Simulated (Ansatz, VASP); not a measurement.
One calculation of IrO2, two programs

INCAR

```
SYSTEM = IrO2
PREC = Accurate
ENCUT = 600
EDIFF = 1E-6
ISMEAR = 0
SIGMA = 0.05
LREAL = .False.
LASPH = .True.
NELM = 200
ALGO = Normal
ISIF = 2
LWAVE = .False.
LCHARG = .True.
ISPIN = 2
MAGMOM = 1.4 1.4 0 0 0 0
LORBIT = 11
LMAXMIX = 4
LDAU = .True.
LDAUTYPE = 2
LDAUL = 2 -1
LDAUU = 3.2 0
LDAUJ = 0 0
LDAUPRINT = 1
GGA = PE
LELF = .True.
LVHAR = .True.
ISYM = 0
NBANDS = 34
GGA_COMPAT = .False.
```

File KPOINTS:

```
Automatic mesh
0
Gamma
  5 5 7
  0 0 0
```

The input POSCAR:

```
IrO2
1.0
    4.5051000000      0.0000000000      0.0000000000
    0.0000000000      4.5051000000      0.0000000000
    0.0000000000      0.0000000000      3.1586000000
Ir O
2 4
Direct
    0.0000000000      0.0000000000      0.0000000000
    0.5000000000      0.5000000000      0.5000000000
    0.3077000000      0.3077000000      0.0000000000
    0.1923000000      0.8077000000      0.5000000000
    0.6923000000      0.6923000000      0.0000000000
    0.8077000000      0.1923000000      0.5000000000
```

Input for Ansatz:

```yaml
crystal:
  lattice:
    - [4.5051, 0.0, 0.0]
    - [0.0, 4.5051, 0.0]
    - [0.0, 0.0, 3.1586]
  atoms:
    - { symbol: Ir, position: [0.0, 0.0, 0.0], spin: 1.4 }
    - { symbol: Ir, position: [0.5, 0.5, 0.5], spin: 1.4 }
    - { symbol: O, position: [0.3077, 0.3077, 0.0] }
    - { symbol: O, position: [0.1923, 0.8077, 0.5] }
    - { symbol: O, position: [0.6923, 0.6923, 0.0] }
    - { symbol: O, position: [0.8077, 0.1923, 0.5] }
  symmetry: { detect: false, time_reversal: true }
magnetization:
  spin_polarized: true
hamiltonian:
  xc: pbe
  pseudopotentials: { kind: paw }
  hubbard: { sites: [{ species: Ir, l: d, u_eff: 3.2 }] }
basis:
  ecutwfc: 420
kpoints:
  mp_grid: { grid: [5, 5, 7] }
scf:
  occupations: { method: gaussian, width: 0.05 }
output:
  forces: true
  stress: true
```

Alike in both runs: task single point; functional PBE; k mesh 5 × 5 × 7; occupations gaussian, width 0.05 eV; collinear spin; Hubbard terms Ir d U = 3.2 eV.

|  | VASP | Ansatz |
| --- | --- | --- |
| version | VASP 6.6.1 | Ansatz 0.2.0 |
| potentials or method | VASP PAW PBE potentials, release 64 (Ir, O), cutoff 600 eV | PAW, plane waves, scalar-relativistic |
| valence electrons in the cell | 42 | 58 |

VASP gave:

| Item | Value |
| --- | --- |
| pressure (GPa) | 5.7 |
| traceless stress, the component that is largest in VASP (GPa) | 0.29 |
| rms of the force components (eV/Å) | 0.020 |
| net moment per atom (μB) | 0.18 |
| size of the moment on the site where the two differ most (μB) | 0.34 |

What did Ansatz give for the same quantities?

Pressure (GPa): 6.5; traceless stress, the component that is largest in VASP (GPa): 0.02; rms of the force components (eV/Å): 0.018; net moment per atom (μB): 0.10; size of the moment on the site where the two differ most (μB): 0.12.

Site moments also hang on the region over which each program counts them. The programs project onto different local orbitals, so the same U acts differently, and such runs can settle in different states. Atom by atom the forces differ by 0.038 eV/Å (rms over components). VASP's potentials hold 42 valence electrons a cell and Ansatz's 58, so a difference there can come from the potentials and not from the codes. Ansatz's warnings: filled band counts differ across k points.

Neither program's run includes spin-orbit coupling.
